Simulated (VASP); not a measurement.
Runs of VASP 6.6.1 on PtC3. The structure is that of space group Pm-3m (No. 221), or close to it. The cells are those of the table. 

| task | cell | k mesh | cutoff (eV) | gap on the mesh (eV) | pressure (GPa) | relaxed volume (Å³/atom) |
| --- | --- | --- | --- | --- | --- | --- |
| relaxation of cell and atoms | relaxed from a = 3.390 Å, 4 atoms | 14 × 14 × 14 | 600 | none | 0.0 | 9.71 |
| single point | a = 3.334 Å, 4 atoms | 6 × 6 × 6 | 520 | none | 9.9 | - |
| single point | a = 3.387 Å, 4 atoms | 14 × 14 × 14 | 520 | none | -0.1 | - |
| single point | a = 3.390 Å, 4 atoms | 6 × 6 × 6 | 520 | none | -0.1 | - |
| relaxation of cell and atoms | relaxed from a = 3.334 Å, 4 atoms | 6 × 6 × 6 | 600 | none | 0.0 | (a) |

Alike in all rows: level PBE; potentials or basis VASP PAW PBE potentials, release 64 (Pt, C); no spin polarisation; smearing gaussian 0.1 eV.

Task: Fill in the values left out.

Result: (a) 9.73.

Caveats: spin-orbit coupling is left out, which moves the levels of the heavy elements; the cell stands under pressure (at least some runs).

A k mesh can miss the band edges, and the runs leave out spin-orbit coupling on Pt.

A gap of «none» marks levels without a gap at the run's occupations.
